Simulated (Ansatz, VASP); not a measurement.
## One calculation of LiY3, two programs

File INCAR:

```
SYSTEM = LiY3
ALGO = Fast
EDIFF = 1E-7
EDIFFG = -0.01
ENCUT = 600
GGA = PE
IBRION = 2
ISIF = 3
ISMEAR = 0
LASPH = .TRUE.
LCHARG = .FALSE.
LREAL = .FALSE.
LWAVE = .FALSE.
NELM = 80
NSW = 100
PREC = Accurate
SIGMA = 0.1
```

The input KPOINTS:

```
k-points
0
G
  10 10 10
  0 0 0
```

POSCAR

```
LiY3
1.0
   -3.1294396023      3.1294396023      3.1294396023
    3.1294396023     -3.1294396023      3.1294396023
    3.1294396023      3.1294396023     -3.1294396023
Li Y
1 3
Direct
    0.0000000000      0.0000000000      0.0000000000
    0.0000000000      0.5000000000      0.5000000000
    0.5000000000      0.0000000000      0.5000000000
    0.5000000000      0.5000000000      0.0000000000
```

Input for Ansatz:

```yaml
crystal:
  lattice:
    - [-3.1294396023, 3.1294396023, 3.1294396023]
    - [3.1294396023, -3.1294396023, 3.1294396023]
    - [3.1294396023, 3.1294396023, -3.1294396023]
  atoms:
    - { symbol: Li, position: [0.0, 0.0, 0.0] }
    - { symbol: "Y", position: [0.0, 0.5, 0.5] }
    - { symbol: "Y", position: [0.5, 0.0, 0.5] }
    - { symbol: "Y", position: [0.5, 0.5, 0.0] }
basis:
  ecutwfc: 420
kpoints:
  mp_grid: { grid: [10, 10, 10] }
hamiltonian:
  xc: pbe
scf:
  occupations: { method: gaussian, width: 0.1 }
output:
  forces: true
  stress: true
  eigenvalues: true
  write_density: true
  write_potential: true
  elf: true
  volumetric_format: npy
relax:
  adjacent_minimum: "off"
  f_tol: 0.01
  max_steps: 80
  cell: { stress_tol: 0.05 }
```

Alike in both runs: task relaxation of cell and atoms; functional PBE; k mesh 10 × 10 × 10; occupations gaussian, width 0.1 eV; no spin polarisation.

```csv
,VASP,Ansatz
version,VASP 6.6.1,Ansatz 0.2.0
potentials or method,"VASP PAW PBE potentials, release 64 (Li_sv, Y_sv), cutoff 600 eV","scalar-relativistic, plane waves, PAW"
valence electrons in the cell,36,36
```

|  | VASP | Ansatz | Ansatz less VASP |
| --- | --- | --- | --- |
| gap on the k mesh at the Fermi level, each at its own relaxed structure (eV) | none | none | - |
| relaxed volume (Å³/atom) | 30.40 | 30.49 | +0.091 |
| relaxed length of the cell vector where the two differ most in proportion (Å) | 5.406 | 5.411 | +0.0054 |

A gap of «none» marks a metal or a gap that the smearing closes.

Noted on VASP's run: the cutoff is under 1.25 times that of the potentials, so the pressure is a little rough.
